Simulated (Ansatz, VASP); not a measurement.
# One calculation of Au, two programs

```
Au
1.0
     2.86080    0.00000    0.00000
    -1.43040    2.47753    0.00000
     0.00000    0.00000    4.81405
Au
2
Direct
  0.33333 0.66667 0.75000
  0.66667 0.33333 0.25000
```

Change from the starting cell: volume scaled by 0.96, crystal datasets.

Alike in both runs: task electric field gradients; functional PBEsol; k mesh 14 × 14 × 8; occupations fermi-dirac, width 0.03 eV; no spin polarisation.

```csv
,VASP,Ansatz
version,VASP 6.6.1,Ansatz 0.2.0
potentials or method,"VASP PAW PBE potentials, release 64 (Au), cutoff 520 eV","all-electron PAW with datasets made for the crystal, scalar-relativistic"
```

Ansatz gave:

| Property | Result |
| --- | --- |
| pressure (GPa) | -0.3 |
| traceless stress, the component that is largest in VASP (GPa) | -0.57 |
| size of Vzz on the site where it differs most (V/Å²) | 16.0 |

Estimate VASP's values.

pressure (GPa): -0.6; traceless stress, the component that is largest in VASP (GPa): -0.58; size of Vzz on the site where it differs most (V/Å²): 28.5.

VASP's potentials were made for PBE, not for PBEsol. Ansatz ran all-electron here, and VASP with PAW potentials.

Neither program's run includes spin-orbit coupling.
